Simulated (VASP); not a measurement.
# CdS (Fm-3m) in VASP: further runs

Aim: see how the results for CdS move with the level of theory and the settings. Levels: PBE, r2SCAN. Tasks: single point.

All numbers are computed with VASP 6.6.1; they aren't measurements. Logs are shortened: lines on timing, memory, paths and dates and some standing lists are left out, and cuts for length are marked.

## Step 1: The cell of the first run

Symmetry: Fm-3m, No. 225, cubic system. Conventional cell: a = 5.549 Å, b = 5.549 Å, c = 5.549 Å, α = 90.00°, β = 90.00°, γ = 90.00°. Cd (site symmetry m-3m) has 6 S at 2.77 Å within 3.7 Å. S (site symmetry m-3m) has 6 Cd at 2.77 Å within 3.7 Å.

## Step 2: Single point, PBE (volume changed by +3%)

Input file INCAR:

```
  ALGO = Normal
  EDIFF = 1E-6
  ENCUT = 520
  GGA = PE
  ISIF = 2
  ISMEAR = 0
  LASPH = True
  LCHARG = True
  LELF = True
  LREAL = False
  LVHAR = True
  LWAVE = False
  NBANDS = 16
  NELM = 100
  PREC = Accurate
  SIGMA = 0.01
```

Input file KPOINTS:

```
k-points
0
Gamma
  6 6 6
```

Input file POSCAR:

```
CdS
1.0
    0.0000000000      2.7745015208      2.7745015208
    2.7745015208      0.0000000000      2.7745015208
    2.7745015208      2.7745015208      0.0000000000
Cd S
1 1
Direct
    0.0000000000      0.0000000000      0.0000000000
    0.5000000000      0.5000000000      0.5000000000
```

Potentials or basis: VASP PAW PBE potentials, release 64 (Cd, S).

Started as:

```console
cat potpaw_PBE.64/Cd/POTCAR potpaw_PBE.64/S/POTCAR > POTCAR
mpirun -np 1 vasp_std > vasp.out
```

OUTCAR:

```text
EDIFF = 1E-6
   ENCUT = 520
   GGA = PE
   ISIF = 2
   ISMEAR = 0
   LASPH = True
   LREAL = False
   NELM = 100
   PREC = Accurate

 ion  position               nearest neighbor table
   1  0.000  0.000  0.000-   2 2.77   2 2.77   2 2.77   2 2.77   2 2.77   2 2.77
   2  0.500  0.500  0.500-   1 2.77   1 2.77   1 2.77   1 2.77   1 2.77   1 2.77

  LATTYP: Found a face centered cubic cell.
 ALAT       =     5.5490030416

  Lattice vectors:

 A1 = (   0.0000000000,   2.7745015208,   2.7745015208)
 A2 = (   2.7745015208,   0.0000000000,   2.7745015208)
 A3 = (   2.7745015208,   2.7745015208,   0.0000000000)

Analysis of symmetry for initial positions (statically):
=====================================================================
 Subroutine PRICEL returns:
 Original cell was already a primitive cell.

 Routine SETGRP: Setting up the symmetry group for a
 face centered cubic supercell.

 Subroutine GETGRP returns: Found 48 space group operations
 (whereof 48 operations were pure point group operations)
 out of a pool of 48 trial point group operations.

The static configuration has the point symmetry O_h .

Analysis of symmetry for dynamics (positions and initial velocities):
=====================================================================
 Subroutine PRICEL returns:
 Original cell was already a primitive cell.

 Routine SETGRP: Setting up the symmetry group for a
 face centered cubic supercell.

 Subroutine GETGRP returns: Found 48 space group operations
 (whereof 48 operations were pure point group operations)
 out of a pool of 48 trial point group operations.

The dynamic configuration has the point symmetry O_h .

 Subroutine INISYM returns: Found 48 space group operations
 (whereof 48 operations are pure point group operations),
 and found     1 'primitive' translations

----------------------------------------------------------------------------------------

                                     Primitive cell

  volume of cell :      42.7154

  direct lattice vectors                    reciprocal lattice vectors
     0.000000000  2.774501521  2.774501521    -0.180212552  0.180212552  0.180212552
     2.774501521  0.000000000  2.774501521     0.180212552 -0.180212552  0.180212552
     2.774501521  2.774501521  0.000000000     0.180212552  0.180212552 -0.180212552

  length of vectors
     3.923737680  3.923737680  3.923737680     0.312137296  0.312137296  0.312137296

  position of ions in fractional coordinates (direct lattice)
[... 8 lines left out ...]
----------------------------------------------------------------------------------------
[... 64 lines left out ...]
   NSW    =      0    number of steps for IOM
   IBRION =     -1    ionic relax: 0-MD 1-quasi-New 2-CG
   NFREE  =      0    steps in history (QN), initial steepest desc. (CG)
   ISIF   =      2    stress and relaxation
   ISYM   =      2    0-nonsym 1-usesym 2-fastsym
   POTIM  = 0.5000    time-step for ionic-motion
   TEBEG  =    0.0;   TEEND  =   0.0 temperature during run
   PSTRESS=    0.0 pullay stress
   NELECT =      18.0000    total number of electrons
   NUPDOWN=      -1.0000    fix difference up-down
   EMIN   =  10.00;   EMAX   =-10.00  energy-range for DOS
   EFERMI =   0.00;   METHOD = LEGACY
   ISMEAR =     0;   SIGMA  =   0.01  broadening in eV -4-tet -1-fermi 0-gaus
   EFERMI_NEDOS =   21; number of points for ismear=-14 and -15
   IALGO  =     38    algorithm
   IMIX   =      4    mixing-type and parameters
     AMIX     =   0.40;   BMIX     =  1.00
     AMIX_MAG =   1.60;   BMIX_MAG =  1.00
  volume/ion in A,a.u.               =      21.36       144.13
  Fermi-wavevector in a.u.,A,eV,Ry     =   1.227356  2.319367 20.495868  1.506404
  Thomas-Fermi vector in A             =   2.362323
   LORBIT       =      0    0 simple, 1 ext, 2 COOP (PROOUT), +10 PAW based schemes
   GGA     = PE    functional components
   LHFCALC =     F    Hartree Fock is set to
   AEXX    =    0.0000 exact exchange contribution
   IVDW    =     0    specifies the selected vdW correction
   LEPSILON=     F    determine dielectric tensor
   LRPA    =     F    only Hartree local field effects (RPA)
 non-spin polarized calculation
 Gauss-broadening in eV      SIGMA  =   0.01
  energy-cutoff  :      520.00
  volume of cell :       42.72
 maximum number of plane-waves:      1167
 NGX is ok and might be reduce to    30
   NGX = 15   NGY = 15   NGZ = 15

 number of electron      18.0000002 magnetization

 Free energy of the ion-electron system (eV)
  ---------------------------------------------------
  ext. energy  EPLUGINS =         0.00000000
  ---------------------------------------------------
  free energy    TOTEN  =        -5.86545783 eV

  energy without entropy =       -5.86545783  energy(sigma->0) =       -5.86545783

 E-fermi :   2.6162     XC(G=0): -10.1890

 val. band max:        2.4985545688   @ k =   0.5000   0.0000   0.0000
 cond. band min:       2.7458102731   @ k =   0.5000   0.5000   0.0000
 fundamental gap:      0.2472557043
 Fermi energy:         2.6161620783

 k-point     1 :       0.0000    0.0000    0.0000
  band No.  band energies     occupation
      1     -10.0063      2.00000
      2      -5.0404      2.00000
      3      -5.0404      2.00000
      4      -5.0404      2.00000
      5      -5.0392      2.00000
      6      -5.0392      2.00000
[... 281 lines left out ...]
      3      -5.0941      2.00000
      4      -4.9312      2.00000
      5      -4.8009      2.00000
      6      -4.3297      2.00000
[... 8 lines left out ...]
     15      16.0901      0.00000
     16      17.0602      0.00000

------------------------ aborting loop because EDIFF is reached ----------------------------------------

  FORCE on cell =-STRESS in cart. coord.  units (eV):
  Direction    XX          YY          ZZ          XY          YZ          ZX
  --------------------------------------------------------------------------------------
  -------------------------------------------------------------------------------------
  Total       -0.4355825     -0.4355825     -0.4355825      0.0000000      0.0000000      0.0000000
  in kB      -16.3378935    -16.3378935    -16.3378935      0.0000000      0.0000000      0.0000000
  external PRESSURE =     -16.3378935 kB  Pullay stress =       0.0000000 kB

 VOLUME and BASIS-vectors are now :
 -----------------------------------------------------------------------------
  energy-cutoff  :      520.00
  volume of cell :       42.72
      direct lattice vectors                 reciprocal lattice vectors
     0.000000000  2.774501521  2.774501521    -0.180212552  0.180212552  0.180212552
     2.774501521  0.000000000  2.774501521     0.180212552 -0.180212552  0.180212552
     2.774501521  2.774501521  0.000000000     0.180212552  0.180212552 -0.180212552

 POSITION                                       TOTAL-FORCE (eV/Angst)
 -----------------------------------------------------------------------------------
      0.00000      0.00000      0.00000         0.000000     -0.000000     -0.000000
      2.77450      2.77450      2.77450        -0.000000      0.000000      0.000000
 -----------------------------------------------------------------------------------
    total drift:                               -0.000000      0.000000      0.000000

  FREE ENERGIE OF THE ION-ELECTRON SYSTEM (eV)
  ---------------------------------------------------
  free  energy   TOTEN  =        -5.8654578340 eV

  energy  without entropy=       -5.8654578340  energy(sigma->0) =       -5.86545783
```

OSZICAR:

```text
N       E                     dE             d eps       ncg     rms          rms(c)
DAV:   1     0.107873531208E+03    0.10787E+03   -0.93897E+03   520   0.106E+03
DAV:   2    -0.259812141008E+01   -0.11047E+03   -0.10218E+03   616   0.255E+02
DAV:   3    -0.644326227876E+01   -0.38451E+01   -0.38381E+01   656   0.496E+01
DAV:   4    -0.646101307438E+01   -0.17751E-01   -0.17750E-01   632   0.333E+00
DAV:   5    -0.646119360514E+01   -0.18053E-03   -0.18053E-03   648   0.323E-01    0.679E+00
DAV:   6    -0.589105826296E+01    0.57014E+00   -0.90224E-01   696   0.112E+01    0.580E+00
DAV:   7    -0.586675753398E+01    0.24301E-01   -0.16516E-01   608   0.288E+00    0.309E+00
DAV:   8    -0.586556475844E+01    0.11928E-02   -0.17351E-02   592   0.161E+00    0.255E-01
DAV:   9    -0.586537335711E+01    0.19140E-03   -0.14691E-03   600   0.521E-01    0.610E-02
DAV:  10    -0.586543508476E+01   -0.61728E-04   -0.19941E-04   600   0.139E-01    0.632E-02
DAV:  11    -0.586546067499E+01   -0.25590E-04   -0.41092E-05   624   0.617E-02    0.186E-02
DAV:  12    -0.586545766648E+01    0.30085E-05   -0.91763E-06   648   0.343E-02    0.727E-03
DAV:  13    -0.586545783396E+01   -0.16748E-06   -0.98569E-07   488   0.628E-03
   1 F= -.58654578E+01 E0= -.58654578E+01  d E =-.178010E-63
```

stdout:

```text
POSCAR found type information on POSCAR CdS
 POSCAR found :  2 types and       2 ions
 scaLAPACK will be used
 LDA part: xc-table for (Slater+PW92), standard interpolation
 POSCAR, INCAR and KPOINTS ok, starting setup
 FFT: planning ... GRIDC
 FFT: planning ... GRID_SOFT
 FFT: planning ... GRID
 WAVECAR not read
 entering main loop
```

It took 8.6 s on 1 thread of Intel Xeon Platinum 8559C (Emerald Rapids), shared host; peak memory 0.16 GiB.

What came out:

```yaml
Free_energy: -5.8655 eV
Pressure: -1.6 GPa
Band_gap_on_the_k_mesh: 0.25 eV, indirect (least direct gap 1.38 eV)
```

## Step 3: Single point, PBE (volume changed by +6%)

Input file INCAR:

```
SYSTEM = CdS
PREC     = Accurate       ! precision mode
ENCUT    = 520            ! plane-wave cutoff, eV
EDIFF    = 1E-6           ! SCF threshold, eV
ISMEAR   = 0              ! smearing method
SIGMA    = 0.01           ! smearing width, eV
LREAL    = .False.        ! projectors in reciprocal space
LASPH    = .True.         ! aspherical terms in the spheres
NELM     = 60             ! most SCF steps
ALGO     = Normal         ! electronic algorithm
ISIF     = 2              ! what is computed and relaxed
LWAVE    = .False.        ! write WAVECAR
LCHARG   = .False.        ! write CHGCAR
GGA      = PE             ! functional
NBANDS   = 16             ! bands
```

Input file KPOINTS:

```
regular mesh
0
Gamma
  6 6 6
  0 0 0
```

Input file POSCAR:

```
CdS
1.0
    0.0000000000      2.8011810567      2.8011810567
    2.8011810567      0.0000000000      2.8011810567
    2.8011810567      2.8011810567      0.0000000000
Cd S
1 1
Direct
    0.0000000000      0.0000000000      0.0000000000
    0.5000000000      0.5000000000      0.5000000000
```

Potentials or basis: VASP PAW PBE potentials, release 64 (Cd, S).

Started as:

```console
cat potpaw_PBE.64/Cd/POTCAR potpaw_PBE.64/S/POTCAR > POTCAR
mpirun -np 1 vasp_std > vasp.out
```

Run time: 7.6 s. Hardware: 1 thread of Intel Xeon Platinum 8559C (Emerald Rapids), shared host; peak memory 0.16 GiB.

It converged, with:

- Free energy: -5.8462 eV
- Pressure: -3.4 GPa
- Band gap on the k mesh: 0.24 eV, indirect (least direct gap 1.21 eV)

Levels at points of the mesh, in eV from the valence-band top:
```
           k point  band 5  band 6  band 7  band 8  band 9  band 10  band 11  band 12  band 13  band 14
(0.00, 0.00, 0.00)   -7.49   -7.49   -0.60   -0.60   -0.60     0.61     9.21     9.21     9.21    10.97
(0.50, 0.00, 0.00)   -7.33   -7.33   -4.51    0.00    0.00     3.57     5.94     5.94     6.23    11.98
(0.50, 0.50, 0.00)   -7.27   -6.72   -3.77   -1.85   -1.85     0.24     6.14     9.40    10.74    10.74
```

## Step 4: Single point, r2SCAN (volume changed by -6%)

Input file POSCAR:

```
CdS
1.0
    0.0000000000      2.6711124254      2.6711124254
    2.6711124254      0.0000000000      2.6711124254
    2.6711124254      2.6711124254      0.0000000000
Cd S
1 1
Direct
    0.0000000000      0.0000000000      0.0000000000
    0.5000000000      0.5000000000      0.5000000000
```

Input file INCAR.step1:

```
SYSTEM = CdS
PREC     = Accurate       ! precision mode
ENCUT    = 520            ! plane-wave cutoff, eV
ISMEAR   = 0              ! smearing method
SIGMA    = 0.01           ! smearing width, eV
LREAL    = .False.        ! projectors in reciprocal space
LASPH    = .True.         ! aspherical terms in the spheres
NELM     = 100            ! most SCF steps
NBANDS   = 16             ! bands
GGA      = PE             ! functional
ALGO     = Normal         ! electronic algorithm
EDIFF    = 1E-4           ! SCF threshold, eV
LWAVE    = .True.         ! write WAVECAR
LCHARG   = .False.        ! write CHGCAR
```

Input file INCAR.step2:

```
SYSTEM = CdS
PREC     = Accurate       ! precision mode
ENCUT    = 520            ! plane-wave cutoff, eV
EDIFF    = 1E-7           ! SCF threshold, eV
ISMEAR   = 0              ! smearing method
SIGMA    = 0.01           ! smearing width, eV
LREAL    = .False.        ! projectors in reciprocal space
LASPH    = .True.         ! aspherical terms in the spheres
NELM     = 100            ! most SCF steps
ALGO     = Normal         ! electronic algorithm
ISIF     = 2              ! what is computed and relaxed
LWAVE    = .False.        ! write WAVECAR
LCHARG   = .False.        ! write CHGCAR
METAGGA  = R2SCAN         ! meta-GGA
LMIXTAU  = .True.       
NBANDS   = 16             ! bands
ISTART   = 1
```

KPOINTS is that of step 3.

Started as:

```console
cat potpaw_PBE.64/Cd/POTCAR potpaw_PBE.64/S/POTCAR > POTCAR
cp INCAR.step1 INCAR
mpirun -np 1 vasp_std > vasp.out
cp INCAR.step2 INCAR
mpirun -np 1 vasp_std > vasp.out
```

Wall time 35 s (1 thread of Intel Xeon Platinum 8559C (Emerald Rapids), shared host); peak memory 0.16 GiB.

Results (log left out):

```
Free energy            : -29.4683 eV
Pressure               : 6.5 GPa
Band gap on the k mesh : 0.72 eV, indirect (least direct gap 2.82 eV)
```

Levels at points of the mesh, in eV from the valence-band top:
```csv
k point,band 6,band 7,band 8,band 9,band 10,band 11,band 12,band 13
"(0.00, 0.00, 0.00)",-8.01,-0.92,-0.92,-0.92,1.90,9.73,9.73,9.73
"(0.50, 0.00, 0.00)",-7.77,-5.24,0.00,0.00,3.99,6.40,6.40,8.17
"(0.50, 0.50, 0.00)",-6.82,-4.81,-2.48,-2.48,0.72,6.32,11.23,12.79
```

Caveat: the PAW data sets were made with another functional, which shifts forces and pressure a little.

## Step 5: Summary

| level | cell | gap on the mesh (eV) | pressure (GPa) |
| --- | --- | --- | --- |
| PBE | a = 3.924 Å, angles 60.0°, 2 atoms | 0.25 | -1.6 |
| PBE | a = 3.961 Å, angles 60.0°, 2 atoms | 0.24 | -3.4 |
| r2SCAN | a = 3.778 Å, angles 60.0°, 2 atoms | 0.72 | 6.5 |

Alike in all rows: task single point; potentials or basis VASP PAW PBE potentials, release 64 (Cd, S); no spin polarisation; k mesh 6 × 6 × 6; cutoff (eV) 520; smearing gaussian 0.01 eV.

Caveats: the PAW data sets were made with another functional, which shifts forces and pressure a little (some runs).

Total energies depend on the potentials used, so only differences within one code and one set of settings carry meaning.
